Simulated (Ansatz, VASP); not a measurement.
Two plane-wave programs on P

INCAR

```
SYSTEM = P
PREC = Accurate
ENCUT = 600
EDIFF = 1E-7
ISMEAR = 0
SIGMA = 0.1
LREAL = .False.
LASPH = .True.
NELM = 100
ALGO = Normal
ISIF = 3
LWAVE = .False.
LCHARG = .False.
GGA = PS
IVDW = 12
IBRION = 2
NSW = 100
EDIFFG = -0.05
```

Contents of KPOINTS:

```
regular mesh
0
Gamma
  6 6 4
  0 0 0
```

File POSCAR:

```
P
1.0
    1.6550000000     -5.2500000000      0.0000000000
    1.6550000000      5.2500000000      0.0000000000
    0.0000000000      0.0000000000      4.3800000000
P
4
Direct
    0.0980000000      0.9020000000      0.9100000000
    0.5980000000      0.4020000000      0.5900000000
    0.9020000000      0.0980000000      0.0900000000
    0.4020000000      0.5980000000      0.4100000000
```

Input for Ansatz:

```yaml
crystal:
  lattice:
    - [1.655, -5.25, 0.0]
    - [1.655, 5.25, 0.0]
    - [0.0, 0.0, 4.38]
  atoms:
    - { symbol: P, position: [0.098, 0.902, 0.91] }
    - { symbol: P, position: [0.598, 0.402, 0.59] }
    - { symbol: P, position: [0.902, 0.098, 0.09] }
    - { symbol: P, position: [0.402, 0.598, 0.41] }
basis:
  ecutwfc: 420
kpoints:
  mp_grid: { grid: [6, 6, 4] }
hamiltonian:
  xc: pbesol
  dispersion: d3bj
scf:
  occupations: { method: gaussian, width: 0.1 }
output:
  forces: true
  stress: true
  eigenvalues: true
relax:
  adjacent_minimum: "off"
  f_tol: 0.05
  max_steps: 80
  cell: { stress_tol: 0.5 }
```

Alike in both runs: task relaxation of cell and atoms; functional PBEsol; dispersion D3(BJ); k mesh 6 × 6 × 4; occupations gaussian, width 0.1 eV; no spin polarisation.

```csv
,VASP,Ansatz
version,VASP 6.6.1,Ansatz 0.2.0
potentials or method,"VASP PAW PBE potentials, release 64 (P), cutoff 600 eV","scalar-relativistic, plane waves, PAW"
valence electrons in the cell,20,20
```

```csv
,VASP,Ansatz,Ansatz less VASP
"gap on the k mesh at the Fermi level, each at its own relaxed structure (eV)",none,none,-
relaxed volume (Å³/atom),15.44,15.45,+0.006
relaxed length of the cell vector where the two differ most in proportion (Å),5.196,5.214,+0.0178
```

VASP's potentials were made for PBE, not for PBEsol. A gap of «none» marks a metal or a gap that the smearing closes.

Noted on VASP's run: the volume moved by over 15 % at a fixed basis, so the end points are rough.
